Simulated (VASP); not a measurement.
# SiNi3 (Pm-3m) in VASP: a series of runs

SiNi3 is run at these levels: PBEsol, revPBE, BLYP; tasks: single point.

Everything below comes from runs of VASP 6.6.1. Logs are shortened: lines on timing, memory, paths and dates and some standing lists are left out, and cuts for length are marked.

## (1) The cell of the first run

The structure is cubic, space group Pm-3m (No. 221). The conventional cell has a = 3.461 Å, b = 3.461 Å, c = 3.461 Å, α = 90.00°, β = 90.00°, γ = 90.00°. Within 3.2 Å of Ni (site symmetry 4/mmm) lie 8 Ni at 2.45 Å and 4 Si at 2.45 Å. Within 3.2 Å of Si (site symmetry m-3m) lie 12 Ni at 2.45 Å.

## (2) Single point, PBEsol, collinear spin, ferromagnetic start

Contents of INCAR:

```
  ALGO = Normal
  EDIFF = 1E-7
  ENCUT = 520
  GGA = PS
  ISIF = 2
  ISMEAR = -1
  ISPIN = 2
  LASPH = True
  LCHARG = True
  LELF = True
  LMAXMIX = 4
  LORBIT = 11
  LREAL = False
  LVHAR = True
  LWAVE = False
  MAGMOM = 1 1 1 0
  NBANDS = 29
  NELM = 150
  PREC = Accurate
  SIGMA = 0.05
```

Contents of KPOINTS:

```
k-points
0
Gamma
  8 8 8
```

Contents of POSCAR:

```
SiNi3
1.0
    3.4610174693      0.0000000000      0.0000000000
    0.0000000000      3.4610174693      0.0000000000
    0.0000000000      0.0000000000      3.4610174693
Ni Si
3 1
Direct
    0.5000000000      0.5000000000      0.0000000000
    0.5000000000      0.0000000000      0.5000000000
    0.0000000000      0.5000000000      0.5000000000
    0.0000000000      0.0000000000      0.0000000000
```

Potentials or basis: VASP PAW PBE potentials, release 64 (Ni, Si).

Command:

```sh
$ cat potpaw_PBE.64/Ni/POTCAR potpaw_PBE.64/Si/POTCAR > POTCAR
$ mpirun -np 1 vasp_std > vasp.out
```

OUTCAR:

```text
EDIFF = 1E-7
   ENCUT = 520
   GGA = PS
   ISIF = 2
   ISMEAR = -1
   ISPIN = 2
   LASPH = True
   LORBIT = 11
   LREAL = False
   NELM = 150
   PREC = Accurate

 ion  position               nearest neighbor table
   1  0.500  0.500  0.000-   2 2.45   3 2.45   4 2.45   2 2.45   3 2.45   2 2.45   4 2.45   2 2.45
                             3 2.45   4 2.45   3 2.45   4 2.45
   2  0.500  0.000  0.500-   1 2.45   3 2.45   4 2.45   1 2.45   4 2.45   1 2.45   3 2.45   1 2.45
                             3 2.45   4 2.45   4 2.45   3 2.45
   3  0.000  0.500  0.500-   1 2.45   2 2.45   4 2.45   1 2.45   4 2.45   2 2.45   4 2.45   4 2.45
                             1 2.45   2 2.45   1 2.45   2 2.45
   4  0.000  0.000  0.000-   1 2.45   2 2.45   3 2.45   2 2.45   3 2.45   1 2.45   3 2.45   3 2.45
                             1 2.45   2 2.45   2 2.45   1 2.45

  LATTYP: Found a simple cubic cell.
 ALAT       =     3.4610174693

  Lattice vectors:

 A1 = (   3.4610174693,   0.0000000000,   0.0000000000)
 A2 = (   0.0000000000,   3.4610174693,   0.0000000000)
 A3 = (   0.0000000000,   0.0000000000,   3.4610174693)

Analysis of symmetry for initial positions (statically):
=====================================================================
 Subroutine PRICEL returns:
 Original cell was already a primitive cell.

 Routine SETGRP: Setting up the symmetry group for a
 simple cubic supercell.

 Subroutine GETGRP returns: Found 48 space group operations
 (whereof 48 operations were pure point group operations)
 out of a pool of 48 trial point group operations.

The static configuration has the point symmetry O_h .

Analysis of symmetry for dynamics (positions and initial velocities):
=====================================================================
 Subroutine PRICEL returns:
 Original cell was already a primitive cell.

 Routine SETGRP: Setting up the symmetry group for a
 simple cubic supercell.

 Subroutine GETGRP returns: Found 48 space group operations
 (whereof 48 operations were pure point group operations)
 out of a pool of 48 trial point group operations.

The dynamic configuration has the point symmetry O_h .

Analysis of structural, dynamic, and magnetic symmetry:
=====================================================================
 Subroutine PRICEL returns:
 Original cell was already a primitive cell.

 Routine SETGRP: Setting up the symmetry group for a
 simple cubic supercell.

 Subroutine GETGRP returns: Found 48 space group operations
 (whereof 48 operations were pure point group operations)
 out of a pool of 48 trial point group operations.

The overall configuration has the point symmetry O_h .

 Subroutine INISYM returns: Found 48 space group operations
 (whereof 48 operations are pure point group operations),
 and found     1 'primitive' translations

----------------------------------------------------------------------------------------

                                     Primitive cell

  volume of cell :      41.4583

  direct lattice vectors                    reciprocal lattice vectors
     3.461017469  0.000000000  0.000000000     0.288932376  0.000000000  0.000000000
     0.000000000  3.461017469  0.000000000     0.000000000  0.288932376  0.000000000
     0.000000000  0.000000000  3.461017469     0.000000000  0.000000000  0.288932376

  length of vectors
     3.461017469  3.461017469  3.461017469     0.288932376  0.288932376  0.288932376

  position of ions in fractional coordinates (direct lattice)
     0.500000000  0.500000000  0.000000000
     0.500000000  0.000000000  0.500000000
     0.000000000  0.500000000  0.500000000
     0.000000000  0.000000000  0.000000000

  ion indices of the primitive-cell ions
   primitive index   ion index
                 1           1
                 2           2
                 3           3
                 4           4

----------------------------------------------------------------------------------------

 KPOINTS: k-points

Automatic generation of k-mesh.
 Grid dimensions read from file:
 generate k-points for:    8    8    8

 Generating k-lattice:

  Cartesian coordinates                     Fractional coordinates (reciprocal lattice)
     0.036116547  0.000000000  0.000000000     0.125000000  0.000000000  0.000000000
     0.000000000  0.036116547  0.000000000     0.000000000  0.125000000  0.000000000
     0.000000000  0.000000000  0.036116547     0.000000000  0.000000000  0.125000000

  Length of vectors
     0.036116547  0.036116547  0.036116547

  Shift w.r.t. Gamma in fractional coordinates (k-lattice)
     0.000000000  0.000000000  0.000000000

 Subroutine IBZKPT returns following result:
 ===========================================

 Found     35 irreducible k-points:

 Following reciprocal coordinates:
            Coordinates               Weight
  0.000000  0.000000  0.000000      1.000000
  0.125000  0.000000  0.000000      6.000000
  0.250000  0.000000  0.000000      6.000000
  0.375000  0.000000  0.000000      6.000000
  0.500000  0.000000  0.000000      3.000000
  0.125000  0.125000  0.000000     12.000000
[... 16 lines left out ...]
  0.375000  0.375000  0.125000     24.000000
  0.500000  0.375000  0.125000     24.000000
 [... further k-points ...]
   k-points           NKPTS =     35   k-points in BZ     NKDIM =     35   number of bands    NBANDS=     29
   number of dos      NEDOS =    301   number of ions     NIONS =      4
   total plane-waves  NPLWV =  21952
   dimension x,y,z NGX =    28 NGY =   28 NGZ =   28
   dimension x,y,z NGXF=    56 NGYF=   56 NGZF=   56
   ions per type =               3   1
   NGX,Y,Z   is equivalent  to a cutoff of  13.45, 13.45, 13.45 a.u.
   NGXF,Y,Z  is equivalent  to a cutoff of  26.90, 26.90, 26.90 a.u.
 SYSTEM =  unknown system
   PREC   = accura    normal or accurate (medium, high low for compatibility)
   ISTART =      0    job   : 0-new  1-cont  2-samecut
   ICHARG =      2    charge: 1-file 2-atom 10-const
   ISPIN  =      2    spin polarized calculation?
   LNONCOLLINEAR =      F non collinear calculations
   LSORBIT =      F    spin-orbit coupling
   LASPH  =      T    aspherical Exc in radial PAW
   ENCUT  =  520.0 eV  38.22 Ry    6.18 a.u.   6.44  6.44  6.44*2*pi/ulx,y,z
   NELM   =    150;   NELMIN=  2; NELMDL= -5     # of ELM steps
   EDIFF  = 0.1E-06   stopping-criterion for ELM
   LREAL  =      F    real-space projection
   EDIFFG = 0.1E-05   stopping-criterion for IOM
   NSW    =      0    number of steps for IOM
   IBRION =     -1    ionic relax: 0-MD 1-quasi-New 2-CG
   NFREE  =      0    steps in history (QN), initial steepest desc. (CG)
   ISIF   =      2    stress and relaxation
   ISYM   =      2    0-nonsym 1-usesym 2-fastsym
   POTIM  = 0.5000    time-step for ionic-motion
   TEBEG  =    0.0;   TEEND  =   0.0 temperature during run
   PSTRESS=    0.0 pullay stress
   NELECT =      34.0000    total number of electrons
   NUPDOWN=      -1.0000    fix difference up-down
   EMIN   =  10.00;   EMAX   =-10.00  energy-range for DOS
   EFERMI =   0.00;   METHOD = LEGACY
   ISMEAR =    -1;   SIGMA  =   0.05  broadening in eV -4-tet -1-fermi 0-gaus
   EFERMI_NEDOS =   21; number of points for ismear=-14 and -15
   IALGO  =     38    algorithm
   IMIX   =      4    mixing-type and parameters
     AMIX     =   0.40;   BMIX     =  1.00
     AMIX_MAG =   1.60;   BMIX_MAG =  1.00
  volume/ion in A,a.u.               =      10.36        69.94
  Fermi-wavevector in a.u.,A,eV,Ry     =   1.532371  2.895762 31.948681  2.348162
  Thomas-Fermi vector in A             =   2.639587
   LORBIT       =     11    0 simple, 1 ext, 2 COOP (PROOUT), +10 PAW based schemes
   GGA     = PS    functional components
   LHFCALC =     F    Hartree Fock is set to
   AEXX    =    0.0000 exact exchange contribution
   IVDW    =     0    specifies the selected vdW correction
   LEPSILON=     F    determine dielectric tensor
   LRPA    =     F    only Hartree local field effects (RPA)
 spin polarized calculation
  energy-cutoff  :      520.00
  volume of cell :       41.46
 maximum number of plane-waves:      1141
 NGX is ok and might be reduce to    28
   NGX = 13   NGY = 13   NGZ = 13

 number of electron      33.9999971 magnetization      -0.0085908

 number of electron      33.9999971 magnetization       0.0002215

 Free energy of the ion-electron system (eV)
  ---------------------------------------------------
  ext. energy  EPLUGINS =         0.00000000
  ---------------------------------------------------
  free energy    TOTEN  =       -26.29896686 eV

  energy without entropy =      -26.28162485  energy(sigma->0) =      -26.29029585

 E-fermi :  11.0948     XC(G=0): -13.4561

 val. band max:       11.0313994509   @ k =   0.1250   0.1250   0.0000
 cond. band min:      11.1117382137   @ k =   0.5000   0.3750   0.3750
 fundamental gap:      0.0803387628
 Fermi energy:        11.0947652862

 spin component 1

 k-point     1 :       0.0000    0.0000    0.0000
  band No.  band energies     occupation
      1      -1.1420      1.00000
      2       5.9610      1.00000
      3       6.7903      1.00000
      4       6.7903      1.00000
      5       7.3357      1.00000
      6       7.3357      1.00000
[... 757 lines left out ...]
     28      26.3341      0.00000
     29      28.6292      0.00000

 [... further k-points ...]

 spin component 2

 k-point     1 :       0.0000    0.0000    0.0000
  band No.  band energies     occupation
      1      -1.1420      1.00000
      2       5.9610      1.00000
      3       6.7903      1.00000
      4       6.7903      1.00000
      5       7.3358      1.00000
      6       7.3358      1.00000
[... 757 lines left out ...]
     28      26.3341      0.00000
     29      28.6291      0.00000

 [... further k-points ...]
[... 5 lines left out ...]
  --------------------------------------------------------------------------------------
  -------------------------------------------------------------------------------------
  Total        0.0346255      0.0346255      0.0346255      0.0000000     -0.0000000      0.0000000
  in kB        1.3381195      1.3381195      1.3381195      0.0000000     -0.0000000      0.0000000
  external PRESSURE =       1.3381195 kB  Pullay stress =       0.0000000 kB

 VOLUME and BASIS-vectors are now :
 -----------------------------------------------------------------------------
  energy-cutoff  :      520.00
  volume of cell :       41.46
      direct lattice vectors                 reciprocal lattice vectors
     3.461017469  0.000000000  0.000000000     0.288932376  0.000000000  0.000000000
     0.000000000  3.461017469  0.000000000     0.000000000  0.288932376  0.000000000
     0.000000000  0.000000000  3.461017469     0.000000000  0.000000000  0.288932376

 POSITION                                       TOTAL-FORCE (eV/Angst)
 -----------------------------------------------------------------------------------
      1.73051      1.73051      0.00000         0.000000      0.000000      0.000000
      1.73051      0.00000      1.73051         0.000000      0.000000      0.000000
      0.00000      1.73051      1.73051         0.000000      0.000000      0.000000
      0.00000      0.00000      0.00000         0.000000      0.000000      0.000000
 -----------------------------------------------------------------------------------
    total drift:                                0.000000      0.000000      0.000000

  FREE ENERGIE OF THE ION-ELECTRON SYSTEM (eV)
  ---------------------------------------------------
  free  energy   TOTEN  =       -26.2989668571 eV

  energy  without entropy=      -26.2816248479  energy(sigma->0) =      -26.29029585

 total charge

# of ion       s       p       d       tot
------------------------------------------
    1        0.507   0.617   8.434   9.558
    2        0.507   0.617   8.434   9.558
    3        0.507   0.617   8.434   9.558
    4        0.728   0.840   0.000   1.569
--------------------------------------------------
tot          2.249   2.692  25.302  30.244

 magnetization (x)

# of ion       s       p       d       tot
------------------------------------------
    1       -0.000  -0.000   0.000   0.000
    2       -0.000  -0.000   0.000   0.000
    3       -0.000  -0.000   0.000   0.000
    4       -0.000  -0.000   0.000  -0.000
--------------------------------------------------
tot         -0.000  -0.000   0.000   0.000
```

Run time: 42 s. Hardware: 1 thread of Intel Xeon 6975P-C (Granite Rapids), shared host; peak memory 0.2 GiB.

What came out:

```
Free energy                                           : -26.2990 eV
Pressure                                              : 0.1 GPa
Band gap on the k mesh                                : zero (filled and empty bands overlap)
Net moment                                            : 0.00 μB per cell
Valence electrons inside the program's atomic spheres : Ni 9.56; Si 1.57
```

Levels at points of the mesh, in eV from the Fermi level:
Spin up:
```
           k point  band 15  band 16  band 17  band 18  band 19  band 20
(0.00, 0.00, 0.00)    -0.64    -0.30     0.03     0.03     0.03     5.21
(0.50, 0.00, 0.00)    -1.21    -0.57     0.03     3.78     3.78     5.34
(0.50, 0.50, 0.00)    -1.17    -1.07    -1.01     0.70     0.70     5.87
(0.50, 0.50, 0.50)    -1.31    -0.52    -0.21    -0.21    -0.21     1.40
```
Spin down:
| k point | band 15 | band 16 | band 17 | band 18 | band 19 | band 20 |
| --- | --- | --- | --- | --- | --- | --- |
| (0.00, 0.00, 0.00) | -0.64 | -0.30 | 0.03 | 0.03 | 0.03 | 5.21 |
| (0.50, 0.00, 0.00) | -1.21 | -0.57 | 0.03 | 3.78 | 3.78 | 5.34 |
| (0.50, 0.50, 0.00) | -1.17 | -1.07 | -1.01 | 0.70 | 0.70 | 5.87 |
| (0.50, 0.50, 0.50) | -1.31 | -0.52 | -0.21 | -0.21 | -0.21 | 1.40 |

Caveat: the moments typed at the start vanished in this run; the PAW data sets were made with another functional, which shifts forces and pressure a little.

## (3) Single point, revPBE, collinear spin, ferromagnetic start

This run uses another cell than the first one, of 10.96 Å³/atom.

Contents of INCAR:

```
SYSTEM = SiNi3
PREC = Accurate
ENCUT = 520
EDIFF = 1E-7
ISMEAR = -1
SIGMA = 0.05
LREAL = .False.
LASPH = .True.
NELM = 150
ALGO = Normal
ISIF = 2
LWAVE = .False.
LCHARG = .False.
ISPIN = 2
MAGMOM = 1 1 1 0
LORBIT = 11
LMAXMIX = 4
GGA = RE
NBANDS = 29
```

Contents of KPOINTS:

```
regular mesh
0
Gamma
  8 8 8
  0 0 0
```

Contents of POSCAR:

```
SiNi3
1.0
    3.5257708795      0.0000000000      0.0000000000
    0.0000000000      3.5257708795      0.0000000000
    0.0000000000      0.0000000000      3.5257708795
Ni Si
3 1
Direct
    0.5000000000      0.5000000000      0.0000000000
    0.5000000000      0.0000000000      0.5000000000
    0.0000000000      0.5000000000      0.5000000000
    0.0000000000      0.0000000000      0.0000000000
```

Potentials or basis: VASP PAW PBE potentials, release 64 (Ni, Si).

Command:

```sh
$ cat potpaw_PBE.64/Ni/POTCAR potpaw_PBE.64/Si/POTCAR > POTCAR
$ mpirun -np 1 vasp_std > vasp.out
```

Wall time 46 s (1 thread of Intel Xeon 6975P-C (Granite Rapids), shared host); peak memory 0.21 GiB.

It converged, with:

```yaml
Free_energy: -22.1724 eV
Pressure: 0.1 GPa
Band_gap_on_the_k_mesh: zero (filled and empty bands overlap)
Net_moment: 0.00 μB per cell
Valence_electrons_inside_the_program's_atomic_spheres: Ni 9.42; Si 1.54
```

Levels at points of the mesh, in eV from the Fermi level:
Spin up:
```tsv
k point	band 15	band 16	band 17	band 18	band 19	band 20
(0.00, 0.00, 0.00)	-0.61	-0.30	0.03	0.03	0.03	4.71
(0.50, 0.00, 0.00)	-1.12	-0.55	0.03	3.54	3.54	5.12
(0.50, 0.50, 0.00)	-1.08	-0.99	-0.92	0.63	0.63	5.49
(0.50, 0.50, 0.50)	-1.21	-0.36	-0.21	-0.21	-0.21	1.15
```
Spin down:
```
           k point  band 15  band 16  band 17  band 18  band 19  band 20
(0.00, 0.00, 0.00)    -0.61    -0.30     0.03     0.03     0.03     4.71
(0.50, 0.00, 0.00)    -1.12    -0.55     0.03     3.54     3.54     5.12
(0.50, 0.50, 0.00)    -1.08    -0.99    -0.92     0.63     0.63     5.49
(0.50, 0.50, 0.50)    -1.21    -0.36    -0.21    -0.21    -0.21     1.15
```

Caveat: the moments typed at the start vanished in this run; the PAW data sets were made with another functional, which shifts forces and pressure a little.

## (4) Single point, BLYP, collinear spin, ferromagnetic start

This run uses another cell than the first one, of 11.11 Å³/atom.

Contents of INCAR:

```
PREC = Accurate ; ENCUT = 520
EDIFF = 1E-6 ; ISMEAR = -1
SIGMA = 0.05 ; LREAL = False
LASPH = True ; NELM = 150
ALGO = Fast ; ISIF = 2
LWAVE = False ; LCHARG = False
ISPIN = 2 ; MAGMOM = 1 1 1 0
LORBIT = 11 ; LMAXMIX = 4
GGA = B5 ; ALDAX = 1.0
AGGAX = 1.0 ; AGGAC = 1.0
ALDAC = 0.0 ; NBANDS = 29
```

Contents of KPOINTS:

```
Automatic mesh
0
Gamma
  8 8 8
```

Contents of POSCAR:

```
SiNi3
1.0
    3.5420000000      0.0000000000      0.0000000000
    0.0000000000      3.5420000000      0.0000000000
    0.0000000000      0.0000000000      3.5420000000
Ni Si
3 1
Direct
    0.5000000000      0.5000000000      0.0000000000
    0.5000000000      0.0000000000      0.5000000000
    0.0000000000      0.5000000000      0.5000000000
    0.0000000000      0.0000000000      0.0000000000
```

Command:

```sh
$ cat potpaw_PBE.64/Ni/POTCAR potpaw_PBE.64/Si/POTCAR > POTCAR
$ mpirun -np 1 vasp_std > vasp.out
```

It took 50 s on 1 thread of Intel Xeon 6975P-C (Granite Rapids), shared host; peak memory 0.21 GiB.

It converged, with:

```yaml
Free_energy: -19.6855 eV
Pressure: 3.8 GPa
Band_gap_on_the_k_mesh: zero (filled and empty bands overlap)
Net_moment: 0.00 μB per cell
Valence_electrons_inside_the_program's_atomic_spheres: Ni 9.45; Si 1.56
```

Levels at points of the mesh, in eV from the Fermi level:
Spin up:
| k point | band 14 | band 15 | band 16 | band 17 | band 18 | band 19 | band 20 | band 21 |
| --- | --- | --- | --- | --- | --- | --- | --- | --- |
| (0.00, 0.00, 0.00) | -0.64 | -0.64 | -0.31 | 0.02 | 0.02 | 0.02 | 4.42 | 6.32 |
| (0.50, 0.00, 0.00) | -1.27 | -1.12 | -0.57 | 0.02 | 3.48 | 3.48 | 4.88 | 5.32 |
| (0.50, 0.50, 0.00) | -1.37 | -1.09 | -0.96 | -0.92 | 0.62 | 0.62 | 5.37 | 6.29 |
| (0.50, 0.50, 0.50) | -1.21 | -1.21 | -0.22 | -0.22 | -0.22 | -0.10 | 1.00 | 3.92 |
Spin down:
```
           k point  band 14  band 15  band 16  band 17  band 18  band 19  band 20  band 21
(0.00, 0.00, 0.00)    -0.64    -0.64    -0.31     0.02     0.02     0.02     4.42     6.32
(0.50, 0.00, 0.00)    -1.27    -1.12    -0.57     0.02     3.48     3.48     4.88     5.32
(0.50, 0.50, 0.00)    -1.37    -1.09    -0.96    -0.92     0.62     0.62     5.37     6.29
(0.50, 0.50, 0.50)    -1.21    -1.21    -0.21    -0.21    -0.21    -0.10     1.00     3.92
```

Caveat: the cell stands under pressure; the moments typed at the start vanished in this run; the PAW data sets were made with another functional, which shifts forces and pressure a little.

## (5) Summary

| level | cell | gap on the mesh (eV) | pressure (GPa) | moment (μB) |
| --- | --- | --- | --- | --- |
| PBEsol | a = 3.461 Å, 4 atoms | none | 0.1 | 0.00 |
| revPBE | a = 3.526 Å, 4 atoms | none | 0.1 | 0.00 |
| BLYP | a = 3.542 Å, 4 atoms | none | 3.8 | 0.00 |

Alike in all rows: task single point; potentials or basis VASP PAW PBE potentials, release 64 (Ni, Si); spin collinear, ferromagnetic start; k mesh 8 × 8 × 8; cutoff (eV) 520; smearing fermi-dirac 0.05 eV.

Caveats: the moments typed at the start vanished in this run; the PAW data sets were made with another functional, which shifts forces and pressure a little; the cell stands under pressure (at least some runs).

Absolute energies hang on the potentials; compare differences alone.

The gap in the log of VASP goes by the Fermi energy; the results here count the filled bands.